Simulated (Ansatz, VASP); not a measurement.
# SiC in VASP and in Ansatz

```
Si C
1.0
     0.00000    2.23285    2.23285
     2.23285    0.00000    2.23285
     2.23285    2.23285    0.00000
Si C
1 1
Direct
  0.00000 0.00000 0.00000
  0.75000 0.75000 0.75000
```

Change from the starting cell: mode 6 frozen in at +0.000 Å, equal normal strain along x, y and z +0.0250.

Alike in both runs: task single point; functional PBEsol; k mesh 10 × 10 × 10; occupations gaussian, width 0.05 eV; no spin polarisation.

|  | VASP | Ansatz |
| --- | --- | --- |
| version | VASP 6.6.1 | Ansatz 0.2.0 |
| potentials or method | VASP PAW PBE potentials, release 64 (Si, C), cutoff 520 eV | scalar-relativistic, plane waves, PAW |
| valence electrons in the cell | 8 | 8 |

VASP gave:

```
gap on the k mesh at the Fermi level (eV) : 1.30
least direct gap on the mesh (eV)         : 4.36
pressure (GPa)                            : -13.9
```

Q: Estimate Ansatz's values.

A: gap on the k mesh at the Fermi level (eV): 1.31; least direct gap on the mesh (eV): 4.37; pressure (GPa): -14.2.

VASP's potentials were made for PBE, not for PBEsol.
